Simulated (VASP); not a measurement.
# MgH (P4_2/mmc) in VASP: notebook

Runs on MgH. Level: PBE. Tasks: single point, relaxation of cell and atoms.

All numbers are computed with VASP 6.6.1; they aren't measurements. Logs are shortened: lines on timing, memory, paths and dates and some standing lists are left out, and cuts for length are marked.

### 1 The cell of the first run

It takes space group P4_2/mmc (No. 131, tetragonal). Conventional cell: a = 3.363 Å, b = 3.363 Å, c = 4.516 Å, α = 90.00°, β = 90.00°, γ = 90.00°. Within 2.7 Å of Mg (site symmetry mmm) lie 4 H at 2.03 Å. H (site symmetry -4m2) has 4 Mg at 2.03 Å and 2 H at 2.26 Å within 2.7 Å.

### 2 Single point, PBE (atoms taken out)

File INCAR:

```
PREC = Accurate
ENCUT = 520
EDIFF = 1E-7
ISMEAR = 0
SIGMA = 0.1
LREAL = F
LASPH = T
NELM = 100
ALGO = Normal
ISIF = 2
LWAVE = F
LCHARG = F
GGA = PE
NBANDS = 11
```

File KPOINTS:

```
regular mesh
0
Gamma
  6 6 4
```

File POSCAR:

```
MgH
1.0
    3.3626762651      0.0000000000      0.0000000000
    0.0000000000      3.3626762651      0.0000000000
    0.0000000000      0.0000000000      4.5162621117
Mg H
2 2
Direct
    0.0000000000      0.5000000000      0.0000000000
    0.5000000000      0.0000000000      0.5000000000
    0.5000000000      0.5000000000      0.2500000000
    0.5000000000      0.5000000000      0.7500000000
```

Potentials or basis: VASP PAW PBE potentials, release 64 (Mg, H).

Launch:

```console
$ cat potpaw_PBE.64/Mg/POTCAR potpaw_PBE.64/H/POTCAR > POTCAR
$ mpirun -np 1 vasp_std > vasp.out
```

OUTCAR:

```text
PREC = Accurate
   ENCUT = 520
   EDIFF = 1E-7
   ISMEAR = 0
   LREAL = F
   LASPH = T
   NELM = 100
   ISIF = 2
   GGA = PE

 ion  position               nearest neighbor table
   1  0.000  0.500  0.000-   3 2.03   4 2.03   3 2.03   4 2.03   2 3.28   2 3.28   2 3.28   2 3.28
                             2 3.28   2 3.28   2 3.28   2 3.28
   2  0.500  0.000  0.500-   3 2.03   4 2.03   3 2.03   4 2.03   1 3.28   1 3.28   1 3.28   1 3.28
                             1 3.28   1 3.28   1 3.28   1 3.28
   3  0.500  0.500  0.250-   1 2.03   2 2.03   2 2.03   1 2.03
   4  0.500  0.500  0.750-   1 2.03   2 2.03   2 2.03   1 2.03

  LATTYP: Found a simple tetragonal cell.
 ALAT       =     3.3626762651
 C/A-ratio  =     1.3430558744

  Lattice vectors:

 A1 = (   3.3626762651,   0.0000000000,   0.0000000000)
 A2 = (   0.0000000000,   3.3626762651,   0.0000000000)
 A3 = (   0.0000000000,   0.0000000000,   4.5162621117)

Analysis of symmetry for initial positions (statically):
=====================================================================
 Subroutine PRICEL returns:
 Original cell was already a primitive cell.

 Routine SETGRP: Setting up the symmetry group for a
 simple tetragonal supercell.

 Subroutine GETGRP returns: Found 16 space group operations
 (whereof  8 operations were pure point group operations)
 out of a pool of 16 trial point group operations.

The static configuration has the point symmetry D_2h.
 The point group associated with its full space group is D_4h.

Analysis of symmetry for dynamics (positions and initial velocities):
=====================================================================
 Subroutine PRICEL returns:
 Original cell was already a primitive cell.

 Routine SETGRP: Setting up the symmetry group for a
 simple tetragonal supercell.

 Subroutine GETGRP returns: Found 16 space group operations
 (whereof  8 operations were pure point group operations)
 out of a pool of 16 trial point group operations.

The dynamic configuration has the point symmetry D_2h.
 The point group associated with its full space group is D_4h.

 Subroutine INISYM returns: Found 16 space group operations
 (whereof  8 operations are pure point group operations),
 and found     1 'primitive' translations

----------------------------------------------------------------------------------------

                                     Primitive cell

  volume of cell :      51.0680

  direct lattice vectors                    reciprocal lattice vectors
     3.362676265  0.000000000  0.000000000     0.297382180  0.000000000  0.000000000
     0.000000000  3.362676265  0.000000000     0.000000000  0.297382180  0.000000000
     0.000000000  0.000000000  4.516262112     0.000000000  0.000000000  0.221422047

  length of vectors
     3.362676265  3.362676265  4.516262112     0.297382180  0.297382180  0.221422047

  position of ions in fractional coordinates (direct lattice)
     0.000000000  0.500000000  0.000000000
     0.500000000  0.000000000  0.500000000
     0.500000000  0.500000000  0.250000000
     0.500000000  0.500000000  0.750000000

  ion indices of the primitive-cell ions
   primitive index   ion index
                 1           1
                 2           2
                 3           3
                 4           4

----------------------------------------------------------------------------------------

 KPOINTS: regular mesh

Automatic generation of k-mesh.
 Grid dimensions read from file:
 generate k-points for:    6    6    4

 Generating k-lattice:

  Cartesian coordinates                     Fractional coordinates (reciprocal lattice)
     0.049563697  0.000000000  0.000000000     0.166666667  0.000000000  0.000000000
     0.000000000  0.049563697  0.000000000     0.000000000  0.166666667  0.000000000
     0.000000000  0.000000000  0.055355512     0.000000000  0.000000000  0.250000000

  Length of vectors
     0.049563697  0.049563697  0.055355512

  Shift w.r.t. Gamma in fractional coordinates (k-lattice)
     0.000000000  0.000000000  0.000000000

 Subroutine IBZKPT returns following result:
 ===========================================

 Found     30 irreducible k-points:

 Following reciprocal coordinates:
            Coordinates               Weight
  0.000000  0.000000  0.000000      1.000000
  0.166667  0.000000  0.000000      4.000000
  0.333333  0.000000  0.000000      4.000000
  0.500000  0.000000  0.000000      2.000000
  0.166667  0.166667  0.000000      4.000000
  0.333333  0.166667  0.000000      8.000000
[... 16 lines left out ...]
  0.333333  0.000000  0.500000      4.000000
  0.500000  0.000000  0.500000      2.000000
 [... further k-points ...]
   k-points           NKPTS =     30   k-points in BZ     NKDIM =     30   number of bands    NBANDS=     11
   number of dos      NEDOS =    301   number of ions     NIONS =      4
   total plane-waves  NPLWV =  28224
   dimension x,y,z NGX =    28 NGY =   28 NGZ =   36
   dimension x,y,z NGXF=    56 NGYF=   56 NGZF=   72
   ions per type =               2   2
   NGX,Y,Z   is equivalent  to a cutoff of  13.84, 13.84, 13.25 a.u.
   NGXF,Y,Z  is equivalent  to a cutoff of  27.69, 27.69, 26.50 a.u.
 SYSTEM =  unknown system
   PREC   = accura    normal or accurate (medium, high low for compatibility)
   ISTART =      0    job   : 0-new  1-cont  2-samecut
   ICHARG =      2    charge: 1-file 2-atom 10-const
   ISPIN  =      1    spin polarized calculation?
   LNONCOLLINEAR =      F non collinear calculations
   LSORBIT =      F    spin-orbit coupling
   LASPH  =      T    aspherical Exc in radial PAW
   ENCUT  =  520.0 eV  38.22 Ry    6.18 a.u.   6.25  6.25  8.40*2*pi/ulx,y,z
   NELM   =    100;   NELMIN=  2; NELMDL= -5     # of ELM steps
   EDIFF  = 0.1E-06   stopping-criterion for ELM
   LREAL  =      F    real-space projection
   EDIFFG = 0.1E-05   stopping-criterion for IOM
   NSW    =      0    number of steps for IOM
   IBRION =     -1    ionic relax: 0-MD 1-quasi-New 2-CG
   NFREE  =      0    steps in history (QN), initial steepest desc. (CG)
   ISIF   =      2    stress and relaxation
   ISYM   =      2    0-nonsym 1-usesym 2-fastsym
   POTIM  = 0.5000    time-step for ionic-motion
   TEBEG  =    0.0;   TEEND  =   0.0 temperature during run
   PSTRESS=    0.0 pullay stress
   NELECT =       6.0000    total number of electrons
   NUPDOWN=      -1.0000    fix difference up-down
   EMIN   =  10.00;   EMAX   =-10.00  energy-range for DOS
   EFERMI =   0.00;   METHOD = LEGACY
   ISMEAR =     0;   SIGMA  =   0.10  broadening in eV -4-tet -1-fermi 0-gaus
   EFERMI_NEDOS =   21; number of points for ismear=-14 and -15
   IALGO  =     38    algorithm
   IMIX   =      4    mixing-type and parameters
     AMIX     =   0.40;   BMIX     =  1.00
     AMIX_MAG =   1.60;   BMIX_MAG =  1.00
  volume/ion in A,a.u.               =      12.77        86.16
  Fermi-wavevector in a.u.,A,eV,Ry     =   0.801817  1.515215  8.747338  0.642911
  Thomas-Fermi vector in A             =   1.909377
   LORBIT       =      0    0 simple, 1 ext, 2 COOP (PROOUT), +10 PAW based schemes
   GGA     = PE    functional components
   LHFCALC =     F    Hartree Fock is set to
   AEXX    =    0.0000 exact exchange contribution
   IVDW    =     0    specifies the selected vdW correction
   LEPSILON=     F    determine dielectric tensor
   LRPA    =     F    only Hartree local field effects (RPA)
 non-spin polarized calculation
 Gauss-broadening in eV      SIGMA  =   0.10
  energy-cutoff  :      520.00
  volume of cell :       51.07
 maximum number of plane-waves:      1388
 NGX is ok and might be reduce to    28
   NGX = 13   NGY = 13   NGZ = 17

 number of electron       6.0000000 magnetization

 Free energy of the ion-electron system (eV)
  ---------------------------------------------------
  ext. energy  EPLUGINS =         0.00000000
  ---------------------------------------------------
  free energy    TOTEN  =        -9.72197916 eV

  energy without entropy =       -9.71409803  energy(sigma->0) =       -9.71803860

 E-fermi :   2.6281     XC(G=0):  -8.6959

 val. band max:        2.6092754040   @ k =   0.1667   0.1667   0.2500
 cond. band min:       2.9796043628   @ k =   0.1667   0.0000   0.2500
 fundamental gap:      0.3703289589
 Fermi energy:         2.6281331552

 k-point     1 :       0.0000    0.0000    0.0000
  band No.  band energies     occupation
      1      -6.3407      2.00000
      2      -1.2618      2.00000
      3       3.2614      0.00000
      4       3.9509      0.00000
      5       7.7954      0.00000
      6       7.7954      0.00000
      7       9.8893      0.00000
      8      10.7626      0.00000
      9      13.1304      0.00000
     10      13.1304      0.00000
     11      13.4953      0.00000

 k-point     2 :       0.1667    0.0000    0.0000
  band No.  band energies     occupation
      1      -6.0416      2.00000
      2      -1.0595      2.00000
      3       2.5685      1.60090
      4       3.6296      0.00000
      5       7.7662      0.00000
      6       8.1110      0.00000
      7       8.3964      0.00000
      8      11.5432      0.00000
      9      13.1206      0.00000
     10      13.1235      0.00000
     11      13.4801      0.00000

 k-point     3 :       0.3333    0.0000    0.0000
  band No.  band energies     occupation
      1      -5.2516      2.00000
      2      -0.5713      2.00000
      3       0.3027      2.00000
      4       4.6818      0.00000
      5       6.3306      0.00000
      6       8.5106      0.00000
      7       8.9126      0.00000
      8       9.0476      0.00000
      9      13.0810      0.00000
     10      13.6042      0.00000
     11      13.6460      0.00000
[... 267 lines left out ...]
 k-point    23 :       0.3333    0.0000    0.5000
  band No.  band energies     occupation
      1      -3.6511      2.00000
      2      -3.6086      2.00000
      3       1.8895      2.00000
      4       2.1188      2.00000
      5       9.2297      0.00000
      6      10.1798      0.00000
      7      10.6097      0.00000
      8      10.6363      0.00000
      9      12.0103      0.00000
     10      12.4681      0.00000
     11      14.4663      0.00000

 k-point    24 :       0.5000    0.0000    0.5000
  band No.  band energies     occupation
      1      -3.1153      2.00000
      2      -3.0528      2.00000
      3       0.8048      2.00000
      4       1.0175      2.00000
      5       9.8548      0.00000
      6      10.8853      0.00000
      7      11.6631      0.00000
      8      11.9407      0.00000
      9      12.6985      0.00000
     10      12.8083      0.00000
     11      13.0602      0.00000

 [... further k-points ...]

------------------------ aborting loop because EDIFF is reached ----------------------------------------

  FORCE on cell =-STRESS in cart. coord.  units (eV):
  Direction    XX          YY          ZZ          XY          YZ          ZX
  --------------------------------------------------------------------------------------
  -------------------------------------------------------------------------------------
  Total       -0.0889589     -0.0889589     -0.0736150      0.0000000      0.0000000      0.0000000
  in kB       -2.7909402     -2.7909402     -2.3095527      0.0000000      0.0000000      0.0000000
  external PRESSURE =      -2.6304777 kB  Pullay stress =       0.0000000 kB

 VOLUME and BASIS-vectors are now :
 -----------------------------------------------------------------------------
  energy-cutoff  :      520.00
  volume of cell :       51.07
      direct lattice vectors                 reciprocal lattice vectors
     3.362676265  0.000000000  0.000000000     0.297382180  0.000000000  0.000000000
     0.000000000  3.362676265  0.000000000     0.000000000  0.297382180  0.000000000
     0.000000000  0.000000000  4.516262112     0.000000000  0.000000000  0.221422047

 POSITION                                       TOTAL-FORCE (eV/Angst)
 -----------------------------------------------------------------------------------
      0.00000      1.68134      0.00000        -0.000000     -0.000000      0.000000
      1.68134      0.00000      2.25813        -0.000000     -0.000000      0.000000
      1.68134      1.68134      1.12907        -0.000000     -0.000000     -0.000000
      1.68134      1.68134      3.38720         0.000000      0.000000     -0.000000
 -----------------------------------------------------------------------------------
    total drift:                                0.000000      0.000000      0.000000

  FREE ENERGIE OF THE ION-ELECTRON SYSTEM (eV)
  ---------------------------------------------------
  free  energy   TOTEN  =        -9.7219791614 eV

  energy  without entropy=       -9.7140980320  energy(sigma->0) =       -9.71803860
```

Run time: 9.4 s. Hardware: 1 thread of Intel Xeon 6975P-C (Granite Rapids), shared host; peak memory 0.17 GiB.

What came out:

```yaml
Free_energy: -9.7220 eV
Pressure: -0.3 GPa
Band_gap_on_the_k_mesh: zero (bands 3 and 4 overlap by 4.36 eV)
```

Caveat: the cell differs from its parent crystal (atoms taken out).

### 3 Relaxation of cell and atoms, PBE (atoms taken out)

File INCAR:

```
SYSTEM = MgH
PREC = Accurate ; ENCUT = 600
EDIFF = 1E-6 ; ISMEAR = 0
SIGMA = 0.1 ; LREAL = .FALSE.
LASPH = .TRUE. ; NELM = 60
ALGO = Normal ; ISIF = 3
LWAVE = .FALSE. ; LCHARG = .FALSE.
GGA = PE ; IBRION = 2
NSW = 90 ; EDIFFG = -0.04
```

File KPOINTS:

```
regular mesh
0
G
  4 4 4
  0 0 0
```

File POSCAR:

```
MgH
1.0
    3.9142846100      0.0000000000      0.0000000000
    0.0000000000      3.9142846100      0.0000000000
    0.0000000000      0.0000000000      5.5356343800
Mg H
2 2
Direct
    0.0000000000      0.5000000000      0.0000000000
    0.5000000000      0.0000000000      0.5000000000
    0.5000000000      0.5000000000      0.2500000000
    0.5000000000      0.5000000000      0.7500000000
```

Potentials or basis: VASP PAW PBE potentials, release 64 (Mg, H).

Launch:

```console
$ cat potpaw_PBE.64/Mg/POTCAR potpaw_PBE.64/H/POTCAR > POTCAR
$ mpirun -np 1 vasp_std > vasp.out
```

OUTCAR:

```text
SYSTEM = MgH
   PREC = Accurate
   ENCUT = 600
   EDIFF = 1E-6
   ISMEAR = 0
   LREAL = .FALSE.
   LASPH = .TRUE.
   NELM = 60
   ISIF = 3
   GGA = PE
   IBRION = 2
   NSW = 90
   EDIFFG = -0.04

 ion  position               nearest neighbor table
   1  0.000  0.500  0.000-
   2  0.500  0.000  0.500-
   3  0.500  0.500  0.250-
   4  0.500  0.500  0.750-

  LATTYP: Found a simple tetragonal cell.
 ALAT       =     3.9142846100
 C/A-ratio  =     1.4142135617

  Lattice vectors:

 A1 = (   3.9142846100,   0.0000000000,   0.0000000000)
 A2 = (   0.0000000000,   3.9142846100,   0.0000000000)
 A3 = (   0.0000000000,   0.0000000000,   5.5356343800)

Analysis of symmetry for initial positions (statically):
=====================================================================
[... 253 lines left out ...]
 val. band max:        4.3172646706   @ k =   0.2500   0.0000   0.5000
 cond. band min:       4.3853750305   @ k =   0.5000   0.5000   0.2500
 fundamental gap:      0.0681103598
 Fermi energy:         4.3533944690

 k-point     1 :       0.0000    0.0000    0.0000
  band No.  band energies     occupation
      1      -6.3423      2.00000
      2       0.3610      2.00000
      3       5.2891      0.00000
      4       5.2932      0.00000
      5       9.9926      0.00000
      6       9.9926      0.00000
      7      13.0981      0.00000
[... 319 lines left out ...]
--------------------------------------- Ionic step        7  -------------------------------------------

 number of electron       5.9999999 magnetization

 Free energy of the ion-electron system (eV)
  ---------------------------------------------------
  ext. energy  EPLUGINS =         0.00000000
  ---------------------------------------------------
  free energy    TOTEN  =        -9.69124728 eV

  energy without entropy =       -9.67885146  energy(sigma->0) =       -9.68504937

 E-fermi :   2.9012     XC(G=0):  -8.7075

 val. band max:        2.5018588165   @ k =   0.5000   0.5000   0.2500
 cond. band min:       2.9191456613   @ k =   0.2500   0.0000   0.5000
 fundamental gap:      0.4172868448
 Fermi energy:         2.9012035239

 k-point     1 :       0.0000    0.0000    0.0000
  band No.  band energies     occupation
      1      -6.3356      2.00000
      2      -1.0866      2.00000
      3       3.4547      0.00000
      4       3.8622      0.00000
      5       7.6725      0.00000
      6       7.6725      0.00000
      7       9.9570      0.00000
[... 199 lines left out ...]
  FREE ENERGIE OF THE ION-ELECTRON SYSTEM (eV)
  ---------------------------------------------------
  free  energy   TOTEN  =        -9.6912472836 eV

  energy  without entropy=       -9.6788514620  energy(sigma->0) =       -9.68504937

 reached required accuracy - stopping structural energy minimisation
```

OSZICAR:

```text
N       E                     dE             d eps       ncg     rms          rms(c)
DAV:   1     0.387907812848E+01    0.38791E+01   -0.19993E+03   252   0.665E+02
DAV:   2    -0.824451650189E+01   -0.12124E+02   -0.11656E+02   308   0.570E+01
DAV:   3    -0.904561157823E+01   -0.80110E+00   -0.78824E+00   371   0.188E+01
DAV:   4    -0.904815419235E+01   -0.25426E-02   -0.25423E-02   378   0.109E+00
[... 53 lines left out ...]
       N       E                     dE             d eps       ncg     rms          rms(c)
DAV:   1    -0.969126356815E+01   -0.16135E-02   -0.63068E-03   294   0.718E-01    0.345E-02
DAV:   2    -0.969125271725E+01    0.10851E-04   -0.74894E-05   259   0.682E-02    0.217E-02
DAV:   3    -0.969124724482E+01    0.54724E-05   -0.51241E-05   301   0.379E-02    0.412E-03
DAV:   4    -0.969124728358E+01   -0.38753E-07   -0.22084E-06   182   0.118E-02
   7 F= -.96912473E+01 E0= -.96850494E+01  d E =-.159713E-02
```

CONTCAR:

```text
MgH
   1.00000000000000
     3.3790254664828123    0.0000000000000000    0.0000000000000000
     0.0000000000000000    3.3790254664828123    0.0000000000000000
     0.0000000000000000    0.0000000000000000    4.4571430915089874
  Mg              H
     2     2
Direct
     0.0000000000000000    0.5000000000000000    0.0000000000000000
     0.5000000000000000    0.0000000000000000    0.5000000000000000
     0.5000000000000000    0.5000000000000000    0.2500000000000000
     0.5000000000000000    0.5000000000000000    0.7500000000000000

  0.00000000E+00  0.00000000E+00  0.00000000E+00
  0.00000000E+00  0.00000000E+00  0.00000000E+00
  0.00000000E+00  0.00000000E+00  0.00000000E+00
  0.00000000E+00  0.00000000E+00  0.00000000E+00
```

Run time: 36 s. Hardware: 1 thread of Intel Xeon 6975P-C (Granite Rapids), shared host; peak memory 0.22 GiB.

Results:

| Quantity | Value |
| --- | --- |
| Free energy | -9.6912 eV |
| Relaxed volume | 12.72 Å³/atom |
| Relaxed cell | a = 3.379 Å, b = 3.379 Å, c = 4.457 Å, α = 90.00°, β = 90.00°, γ = 90.00° |
| Space group after relaxing (to 0.1 Å) | P4_2/mmc (No. 131) |
| Energy gained by relaxing | 373.0 meV/atom |
| Ionic steps | 7 |
| Pressure after relaxing | 0.0 GPa |
| Band gap on the k mesh | zero (bands 3 and 4 overlap by 4.33 eV) |

The path:
```tsv
step	energy change (eV)	largest force (eV/Å)	pressure (GPa)	volume (Å³)
1	0.0000	0.0000	-8.88	84.81
2	-0.7634	0.0000	-8.36	71.18
3	-0.8722	0.0000	20.55	39.07
4	-1.4210	0.0000	-3.77	55.88
5	-1.4879	0.0000	1.02	49.81
6	-1.4904	0.0000	0.01	50.83
7	-1.4920	0.0000	-0.05	50.89
```

Final structure:
```
Mg H
1.0
     3.37903    0.00000    0.00000
     0.00000    3.37903    0.00000
     0.00000    0.00000    4.45714
Mg H
2 2
Direct
  0.00000 0.50000 0.00000
  0.50000 0.00000 0.50000
  0.50000 0.50000 0.25000
  0.50000 0.50000 0.75000
```

Caveat: the k points lie up to 0.46 Å⁻¹ apart in the final cell, too coarse for converged energies and pressures of a metal; the cell differs from its parent crystal (atoms taken out); the volume moved by over 15 % at a fixed basis, so the end points are rough.

[end of part 1 of 2]

The gap in the log of VASP goes by the Fermi energy; the results here count the filled bands.